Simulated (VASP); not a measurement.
# Al2Cu (I4/mmm) in VASP: further runs

The runs below take Al2Cu through single point, with PBEsol.

All numbers are computed with VASP 6.6.1; they aren't measurements. Logs are shortened: lines on timing, memory, paths and dates and some standing lists are left out, and cuts for length are marked.

## Step 1: The cell of the first run

The structure is tetragonal, space group I4/mmm (No. 139). Conventional cell: a = 3.807 Å, b = 3.807 Å, c = 5.354 Å, α = 90.00°, β = 90.00°, γ = 90.00°. Within 3.1 Å of Cu (site symmetry 4/mmm) lie 8 Al at 2.33 Å. Within 3.1 Å of Al (site symmetry -4m2) lie 4 Cu at 2.33 Å and 6 Al at 2.68 to 2.69 Å.

## Step 2: Single point, PBEsol

Contents of INCAR:

```
SYSTEM = Al2Cu
PREC = Accurate
ENCUT = 520
EDIFF = 1E-7
ISMEAR = -1
SIGMA = 0.05
LREAL = .False.
LASPH = .True.
NELM = 100
ALGO = Normal
ISIF = 2
LWAVE = .False.
LCHARG = .True.
GGA = PS
LELF = .True.
LVHAR = .True.
NBANDS = 16
```

Contents of KPOINTS:

```
Automatic mesh
0
Gamma
  9 9 9
  0 0 0
```

Contents of POSCAR:

```
Al2Cu
1.0
   -1.9036070696      1.9036070696      2.6771297165
    1.9036070696     -1.9036070696      2.6771297165
    1.9036070696      1.9036070696     -2.6771297165
Cu Al
1 2
Direct
    0.5000000000      0.5000000000      0.0000000000
    0.2500000000      0.7500000000      0.5000000000
    0.7500000000      0.2500000000      0.5000000000
```

Potentials or basis: VASP PAW PBE potentials, release 64 (Cu, Al).

The run is started by

```console
$ cat potpaw_PBE.64/Cu/POTCAR potpaw_PBE.64/Al/POTCAR > POTCAR
$ mpirun -np 1 vasp_std > vasp.out
```

OUTCAR:

```text
SYSTEM = Al2Cu
   PREC = Accurate
   ENCUT = 520
   EDIFF = 1E-7
   ISMEAR = -1
   LREAL = .False.
   LASPH = .True.
   NELM = 100
   ISIF = 2
   GGA = PS

 ion  position               nearest neighbor table
   1  0.500  0.500  0.000-   2 2.33   3 2.33   2 2.33   3 2.33   2 2.33   3 2.33   2 2.33   3 2.33

   2  0.250  0.750  0.500-   1 2.33   1 2.33   1 2.33   1 2.33   3 2.68   3 2.68   3 2.69   3 2.69
                             3 2.69   3 2.69
   3  0.750  0.250  0.500-   1 2.33   1 2.33   1 2.33   1 2.33   2 2.68   2 2.68   2 2.69   2 2.69
                             2 2.69   2 2.69

  LATTYP: Found a body centered tetragonal cell.
 ALAT       =     3.8072141392
 C/A-ratio  =     1.4063457524

  Lattice vectors:

 A1 = (  -1.9036070696,   1.9036070696,   2.6771297165)
 A2 = (   1.9036070696,  -1.9036070696,   2.6771297165)
 A3 = (   1.9036070696,   1.9036070696,  -2.6771297165)

Analysis of symmetry for initial positions (statically):
=====================================================================
 Subroutine PRICEL returns:
 Original cell was already a primitive cell.

 Routine SETGRP: Setting up the symmetry group for a
 body centered tetragonal supercell.

 Subroutine GETGRP returns: Found 16 space group operations
 (whereof 16 operations were pure point group operations)
 out of a pool of 16 trial point group operations.

The static configuration has the point symmetry D_4h.

Analysis of symmetry for dynamics (positions and initial velocities):
=====================================================================
 Subroutine PRICEL returns:
 Original cell was already a primitive cell.

 Routine SETGRP: Setting up the symmetry group for a
 body centered tetragonal supercell.

 Subroutine GETGRP returns: Found 16 space group operations
 (whereof 16 operations were pure point group operations)
 out of a pool of 16 trial point group operations.

The dynamic configuration has the point symmetry D_4h.

 Subroutine INISYM returns: Found 16 space group operations
 (whereof 16 operations are pure point group operations),
 and found     1 'primitive' translations

----------------------------------------------------------------------------------------

                                     Primitive cell

  volume of cell :      38.8047

  direct lattice vectors                    reciprocal lattice vectors
    -1.903607070  1.903607070  2.677129717     0.000000000  0.262659247  0.186767192
     1.903607070 -1.903607070  2.677129717     0.262659247  0.000000000  0.186767192
     1.903607070  1.903607070 -2.677129717     0.262659247  0.262659247  0.000000000

  length of vectors
     3.796638417  3.796638417  3.796638417     0.322291583  0.322291583  0.371456270

  position of ions in fractional coordinates (direct lattice)
     0.500000000  0.500000000  0.000000000
     0.250000000  0.750000000  0.500000000
     0.750000000  0.250000000  0.500000000

  ion indices of the primitive-cell ions
   primitive index   ion index
                 1           1
                 2           2
                 3           3

----------------------------------------------------------------------------------------

 KPOINTS: Automatic mesh

Automatic generation of k-mesh.
 Grid dimensions read from file:
 generate k-points for:    9    9    9

 Generating k-lattice:

  Cartesian coordinates                     Fractional coordinates (reciprocal lattice)
     0.000000000  0.029184361  0.020751910     0.111111111  0.000000000 -0.000000000
     0.029184361  0.000000000  0.020751910     0.000000000  0.111111111 -0.000000000
     0.029184361  0.029184361  0.000000000     0.000000000  0.000000000  0.111111111

  Length of vectors
     0.035810176  0.035810176  0.041272919

  Shift w.r.t. Gamma in fractional coordinates (k-lattice)
     0.000000000  0.000000000  0.000000000

 Subroutine IBZKPT returns following result:
 ===========================================

 Found     75 irreducible k-points:

 Following reciprocal coordinates:
            Coordinates               Weight
  0.000000  0.000000  0.000000      1.000000
  0.111111  0.000000 -0.000000      8.000000
  0.222222  0.000000 -0.000000      8.000000
  0.333333  0.000000  0.000000      8.000000
  0.444444  0.000000 -0.000000      8.000000
  0.111111  0.111111 -0.000000      8.000000
[... 16 lines left out ...]
 -0.333333  0.333333  0.000000      4.000000
  0.444444  0.444444 -0.000000      8.000000
 [... further k-points ...]
   k-points           NKPTS =     75   k-points in BZ     NKDIM =     75   number of bands    NBANDS=     16
   number of dos      NEDOS =    301   number of ions     NIONS =      3
   total plane-waves  NPLWV =  21952
   dimension x,y,z NGX =    28 NGY =   28 NGZ =   28
   dimension x,y,z NGXF=    56 NGYF=   56 NGZF=   56
   ions per type =               1   2
   NGX,Y,Z   is equivalent  to a cutoff of  12.26, 12.26, 12.26 a.u.
   NGXF,Y,Z  is equivalent  to a cutoff of  24.52, 24.52, 24.52 a.u.
 SYSTEM =  Al2Cu
   PREC   = accura    normal or accurate (medium, high low for compatibility)
   ISTART =      0    job   : 0-new  1-cont  2-samecut
   ICHARG =      2    charge: 1-file 2-atom 10-const
   ISPIN  =      1    spin polarized calculation?
   LNONCOLLINEAR =      F non collinear calculations
   LSORBIT =      F    spin-orbit coupling
   LASPH  =      T    aspherical Exc in radial PAW
   ENCUT  =  520.0 eV  38.22 Ry    6.18 a.u.   7.06  7.06  7.06*2*pi/ulx,y,z
   NELM   =    100;   NELMIN=  2; NELMDL= -5     # of ELM steps
   EDIFF  = 0.1E-06   stopping-criterion for ELM
   LREAL  =      F    real-space projection
   EDIFFG = 0.1E-05   stopping-criterion for IOM
   NSW    =      0    number of steps for IOM
   IBRION =     -1    ionic relax: 0-MD 1-quasi-New 2-CG
   NFREE  =      0    steps in history (QN), initial steepest desc. (CG)
   ISIF   =      2    stress and relaxation
   ISYM   =      2    0-nonsym 1-usesym 2-fastsym
   POTIM  = 0.5000    time-step for ionic-motion
   TEBEG  =    0.0;   TEEND  =   0.0 temperature during run
   PSTRESS=    0.0 pullay stress
   NELECT =      17.0000    total number of electrons
   NUPDOWN=      -1.0000    fix difference up-down
   EMIN   =  10.00;   EMAX   =-10.00  energy-range for DOS
   EFERMI =   0.00;   METHOD = LEGACY
   ISMEAR =    -1;   SIGMA  =   0.05  broadening in eV -4-tet -1-fermi 0-gaus
   EFERMI_NEDOS =   21; number of points for ismear=-14 and -15
   IALGO  =     38    algorithm
   IMIX   =      4    mixing-type and parameters
     AMIX     =   0.40;   BMIX     =  1.00
     AMIX_MAG =   1.60;   BMIX_MAG =  1.00
  volume/ion in A,a.u.               =      12.93        87.29
  Fermi-wavevector in a.u.,A,eV,Ry     =   1.243359  2.349607 21.033805  1.545941
  Thomas-Fermi vector in A             =   2.377673
   LORBIT       =      0    0 simple, 1 ext, 2 COOP (PROOUT), +10 PAW based schemes
   GGA     = PS    functional components
   LHFCALC =     F    Hartree Fock is set to
   AEXX    =    0.0000 exact exchange contribution
   IVDW    =     0    specifies the selected vdW correction
   LEPSILON=     F    determine dielectric tensor
   LRPA    =     F    only Hartree local field effects (RPA)
 non-spin polarized calculation
  energy-cutoff  :      520.00
  volume of cell :       38.80
 maximum number of plane-waves:      1054
   NGX = 15   NGY = 15   NGZ = 15

 number of electron      16.9999995 magnetization

 Free energy of the ion-electron system (eV)
  ---------------------------------------------------
  ext. energy  EPLUGINS =         0.00000000
  ---------------------------------------------------
  free energy    TOTEN  =       -12.34266200 eV

  energy without entropy =      -12.33011441  energy(sigma->0) =      -12.33638820

 E-fermi :   9.1784     XC(G=0): -11.4598

 val. band max:        9.1771880321   @ k =  -0.1111  -0.4444   0.1111
 cond. band min:       9.1989756571   @ k =  -0.2222  -0.3333   0.1111
 fundamental gap:      0.0217876250
 Fermi energy:         9.1784105687

 k-point     1 :       0.0000    0.0000    0.0000
  band No.  band energies     occupation
      1      -2.3713      2.00000
      2       3.7370      2.00000
      3       3.7418      2.00000
      4       3.7418      2.00000
      5       4.4006      2.00000
      6       4.4107      2.00000
[... 8 lines left out ...]
     15      17.1533      0.00000
     16      17.1839      0.00000

 k-point     2 :       0.1111    0.0000   -0.0000
  band No.  band energies     occupation
      1      -2.1802      2.00000
      2       3.6885      2.00000
      3       3.7697      2.00000
      4       3.7723      2.00000
      5       4.3928      2.00000
      6       4.4023      2.00000
[... 8 lines left out ...]
     15      16.6880      0.00000
     16      16.8128      0.00000

 k-point     3 :       0.2222    0.0000   -0.0000
  band No.  band energies     occupation
      1      -1.6135      2.00000
      2       3.5224      2.00000
      3       3.8379      2.00000
      4       3.8388      2.00000
      5       4.3910      2.00000
      6       4.3979      2.00000
[... 8 lines left out ...]
     15      15.9515      0.00000
     16      18.4714      0.00000

 k-point     4 :       0.3333    0.0000    0.0000
  band No.  band energies     occupation
      1      -0.6979      2.00000
      2       3.1225      2.00000
      3       3.8845      2.00000
      4       3.8872      2.00000
      5       4.4337      2.00000
      6       4.4356      2.00000
[... 8 lines left out ...]
     15      17.4127      0.00000
     16      20.3003      0.00000
[... 324 lines left out ...]
 k-point    22 :      -0.4444    0.3333    0.0000
  band No.  band energies     occupation
      1       0.7502      2.00000
      2       3.2145      2.00000
      3       3.6570      2.00000
      4       4.2172      2.00000
      5       4.3130      2.00000
      6       4.5886      2.00000
[... 8 lines left out ...]
     15      21.4244      0.00000
     16      22.8160      0.00000

 k-point    23 :      -0.3333    0.3333    0.0000
  band No.  band energies     occupation
      1      -0.1330      2.00000
      2       3.3283      2.00000
      3       3.9174      2.00000
      4       4.1220      2.00000
      5       4.1322      2.00000
      6       4.5797      2.00000
[... 8 lines left out ...]
     15      20.9928      0.00000
     16      21.0588      0.00000

 k-point    24 :       0.4444    0.4444   -0.0000
  band No.  band energies     occupation
      1       2.4313      2.00000
      2       2.5001      2.00000
      3       3.1481      2.00000
      4       4.3487      2.00000
      5       4.4428      2.00000
      6       4.5864      2.00000
[... 8 lines left out ...]
     15      21.4421      0.00000
     16      22.9698      0.00000

 [... further k-points ...]

------------------------ aborting loop because EDIFF is reached ----------------------------------------

  FORCE on cell =-STRESS in cart. coord.  units (eV):
  Direction    XX          YY          ZZ          XY          YZ          ZX
  --------------------------------------------------------------------------------------
  -------------------------------------------------------------------------------------
  Total        7.3515465      7.3515465      7.3571149      0.0000000      0.0000000      0.0000000
  in kB      303.5325473    303.5325473    303.7624575      0.0000000      0.0000000      0.0000000
  external PRESSURE =     303.6091840 kB  Pullay stress =       0.0000000 kB

 VOLUME and BASIS-vectors are now :
 -----------------------------------------------------------------------------
  energy-cutoff  :      520.00
  volume of cell :       38.80
      direct lattice vectors                 reciprocal lattice vectors
    -1.903607070  1.903607070  2.677129717     0.000000000  0.262659247  0.186767192
     1.903607070 -1.903607070  2.677129717     0.262659247  0.000000000  0.186767192
     1.903607070  1.903607070 -2.677129717     0.262659247  0.262659247  0.000000000

 POSITION                                       TOTAL-FORCE (eV/Angst)
 -----------------------------------------------------------------------------------
      0.00000      0.00000      2.67713         0.000000      0.000000     -0.000000
      1.90361     -0.00000      1.33856        -0.000000     -0.000000      0.000000
     -0.00000      1.90361      1.33856        -0.000000      0.000000     -0.000000
 -----------------------------------------------------------------------------------
    total drift:                                0.000000     -0.000000      0.000000

  FREE ENERGIE OF THE ION-ELECTRON SYSTEM (eV)
  ---------------------------------------------------
  free  energy   TOTEN  =       -12.3426619970 eV

  energy  without entropy=      -12.3301144119  energy(sigma->0) =      -12.33638820
```

Wall time 24 s (1 thread of Intel Xeon 6975P-C (Granite Rapids), shared host); peak memory 0.18 GiB.

Results:

```
Free energy            : -12.3427 eV
Pressure               : 30.4 GPa
Band gap on the k mesh : zero (an odd number of electrons rules out a gap without spin polarisation)
```

Caveat: the cell stands under pressure; the PAW data sets were made with another functional, which shifts forces and pressure a little.

## Step 3: Single point, PBEsol

This run uses another cell than the first one, of 13.59 Å³/atom.

Contents of INCAR:

```
PREC = Accurate
ENCUT = 520
EDIFF = 1E-6
ISMEAR = -1
SIGMA = 0.05
LREAL = False
LASPH = True
NELM = 60
ALGO = Normal
ISIF = 2
LWAVE = False
LCHARG = True
GGA = PS
LELF = True
LVHAR = True
NBANDS = 16
```

Contents of KPOINTS:

```
Automatic mesh
0
Gamma
  9 9 9
```

Contents of POSCAR:

```
Al2Cu
1.0
   -1.9348122178      1.9348122178      2.7229559571
    1.9348122178     -1.9348122178      2.7229559571
    1.9348122178      1.9348122178     -2.7229559571
Cu Al
1 2
Direct
    0.5000000000      0.5000000000      0.0000000000
    0.2500000000      0.7500000000      0.5000000000
    0.7500000000      0.2500000000      0.5000000000
```

Potentials or basis: VASP PAW PBE potentials, release 64 (Cu, Al).

The run is started by

```console
$ cat potpaw_PBE.64/Cu/POTCAR potpaw_PBE.64/Al/POTCAR > POTCAR
$ mpirun -np 1 vasp_std > vasp.out
```

Wall time 27 s (1 thread of Intel Xeon 6975P-C (Granite Rapids), shared host); peak memory 0.2 GiB.

Results (log left out):

```yaml
Free_energy: -12.6523 eV
Pressure: 20.2 GPa
Band_gap_on_the_k_mesh: zero (an odd number of electrons rules out a gap without spin polarisation)
```

Levels at points of the mesh, in eV from the Fermi level:
```tsv
k point	band 6	band 7	band 8	band 9	band 10	band 11	band 12	band 13
(0.00, 0.00, 0.00)	-4.56	2.94	2.94	2.98	3.45	3.50	3.50	6.01
```

Caveat: the cell stands under pressure; the PAW data sets were made with another functional, which shifts forces and pressure a little.

## Step 4: Single point, PBEsol

This run uses another cell than the first one, of 14.44 Å³/atom.

Contents of INCAR:

```
PREC     = Accurate       # precision mode
ENCUT    = 520            # plane-wave cutoff, eV
EDIFF    = 1E-6           # SCF threshold, eV
ISMEAR   = -1             # smearing method
SIGMA    = 0.05           # smearing width, eV
LREAL    = False          # projectors in reciprocal space
LASPH    = True           # aspherical terms in the spheres
NELM     = 80             # most SCF steps
ALGO     = Normal         # electronic algorithm
ISIF     = 2              # what is computed and relaxed
LWAVE    = False          # write WAVECAR
LCHARG   = False          # write CHGCAR
GGA      = PS             # functional
NBANDS   = 16             # bands
```

Contents of KPOINTS:

```
regular mesh
0
Gamma
  9 9 9
```

Contents of POSCAR:

```
Al2Cu
1.0
   -1.9716659072      1.9716659072      2.7866000226
    1.9716659072     -1.9716659072      2.7866000226
    1.9716659072      1.9716659072     -2.7866000226
Cu Al
1 2
Direct
    0.5000000000      0.5000000000      0.0000000000
    0.2500000000      0.7500000000      0.5000000000
    0.7500000000      0.2500000000      0.5000000000
```

The run is started by

```console
$ cat potpaw_PBE.64/Cu/POTCAR potpaw_PBE.64/Al/POTCAR > POTCAR
$ mpirun -np 1 vasp_std > vasp.out
```

It took 34 s on 1 thread of Intel Xeon 6975P-C (Granite Rapids), shared host; peak memory 0.2 GiB.

The run converged. Its results:

| Item | Value |
| --- | --- |
| Free energy | -12.8935 eV |
| Pressure | 10.2 GPa |
| Band gap on the k mesh | zero (an odd number of electrons rules out a gap without spin polarisation) |

Levels at points of the mesh, in eV from the Fermi level:
```tsv
k point	band 5	band 6	band 7	band 8	band 9	band 10	band 11	band 12	band 13	band 14
(0.00, 0.00, 0.00)	-4.33	-4.33	2.94	2.94	2.95	3.26	3.26	3.26	5.29	7.44
```

Caveat: the cell stands under pressure; the PAW data sets were made with another functional, which shifts forces and pressure a little.

## Step 5: Single point, PBEsol

This run uses another cell than the first one, of 14.99 Å³/atom.

Contents of INCAR:

```
SYSTEM = Al2Cu
ALGO = Normal
EDIFF = 1E-7
ENCUT = 520
GGA = PS
ISIF = 2
ISMEAR = -1
LASPH = .TRUE.
LCHARG = .FALSE.
LREAL = .FALSE.
LWAVE = .FALSE.
NBANDS = 16
NELM = 100
PREC = Accurate
SIGMA = 0.05
```

Contents of KPOINTS:

```
k-points
0
G
  9 9 9
  0 0 0
```

Contents of POSCAR:

```
Al2Cu
1.0
   -1.9972586093      1.9972586093      2.8181484772
    1.9972586093     -1.9972586093      2.8181484772
    1.9972586093      1.9972586093     -2.8181484772
Cu Al
1 2
Direct
    0.5000000000      0.5000000000      0.0000000000
    0.2500000000      0.7500000000      0.5000000000
    0.7500000000      0.2500000000      0.5000000000
```

The run is started by

```console
$ cat potpaw_PBE.64/Cu/POTCAR potpaw_PBE.64/Al/POTCAR > POTCAR
$ mpirun -np 1 vasp_std > vasp.out
```

Run time: 29 s. Hardware: 1 thread of Intel Xeon 6975P-C (Granite Rapids), shared host; peak memory 0.2 GiB.

It converged, with:

- Free energy: -12.9725 eV
- Pressure: 5.2 GPa
- Band gap on the k mesh: zero (an odd number of electrons rules out a gap without spin polarisation)

Levels at points of the mesh, in eV from the Fermi level:
```
           k point  band 7  band 8  band 9  band 10  band 11  band 12
(0.00, 0.00, 0.00)    2.93    2.93    2.95     3.11     3.14     3.14
```

Caveat: the cell stands under pressure; the PAW data sets were made with another functional, which shifts forces and pressure a little.

## Step 6: Single point, PBEsol

This run uses another cell than the first one, of 15.65 Å³/atom.

Contents of INCAR:

```
SYSTEM = Al2Cu
PREC = Accurate
ENCUT = 520
EDIFF = 1E-6
ISMEAR = -1
SIGMA = 0.05
LREAL = .False.
LASPH = .True.
NELM = 60
ALGO = Normal
ISIF = 2
LWAVE = .False.
LCHARG = .True.
GGA = PS
LELF = .True.
LVHAR = .True.
NBANDS = 16
```

Contents of KPOINTS:

```
regular mesh
0
Gamma
  9 9 9
  0 0 0
```

Contents of POSCAR:

```
Al2Cu
1.0
   -2.0256943468      2.0256943468      2.8609178336
    2.0256943468     -2.0256943468      2.8609178336
    2.0256943468      2.0256943468     -2.8609178336
Cu Al
1 2
Direct
    0.5000000000      0.5000000000      0.0000000000
    0.2500000000      0.7500000000      0.5000000000
    0.7500000000      0.2500000000      0.5000000000
```

Potentials or basis: VASP PAW PBE potentials, release 64 (Cu, Al).

The run is started by

```console
$ cat potpaw_PBE.64/Cu/POTCAR potpaw_PBE.64/Al/POTCAR > POTCAR
$ mpirun -np 1 vasp_std > vasp.out
```

It took 30 s on 1 thread of Intel Xeon 6975P-C (Granite Rapids), shared host; peak memory 0.2 GiB.

It converged, with:

| Property | Result |
| --- | --- |
| Free energy | -13.0062 eV |
| Pressure | 0.1 GPa |
| Band gap on the k mesh | zero (an odd number of electrons rules out a gap without spin polarisation) |

Levels at points of the mesh, in eV from the Fermi level:
```tsv
k point	band 7	band 8	band 9	band 10	band 11	band 12
(0.00, 0.00, 0.00)	2.92	2.92	2.93	2.98	2.99	2.99
```

Caveat: the PAW data sets were made with another functional, which shifts forces and pressure a little.

## Step 7: Overview

| cell | gap on the mesh (eV) | pressure (GPa) |
| --- | --- | --- |
| a = 3.797 Å, angles 119.8, 119.8, 90.3°, 3 atoms | none | 30.4 |
| a = 3.860 Å, angles 119.8, 119.8, 90.3°, 3 atoms | none | 20.2 |
| a = 3.942 Å, angles 120.0, 120.0, 90.0°, 3 atoms | none | 10.2 |
| a = 3.990 Å, angles 119.9, 119.9, 90.1°, 3 atoms | none | 5.2 |
| a = 4.049 Å, angles 120.0, 120.0, 90.1°, 3 atoms | none | 0.1 |

Alike in all rows: task single point; level PBEsol; potentials or basis VASP PAW PBE potentials, release 64 (Cu, Al); no spin polarisation; k mesh 9 × 9 × 9; cutoff (eV) 520; smearing fermi-dirac 0.05 eV.

Caveats: the PAW data sets were made with another functional, which shifts forces and pressure a little; the cell stands under pressure (at least some runs).

Total energies depend on the potentials used, so only differences within one code and one set of settings carry meaning.
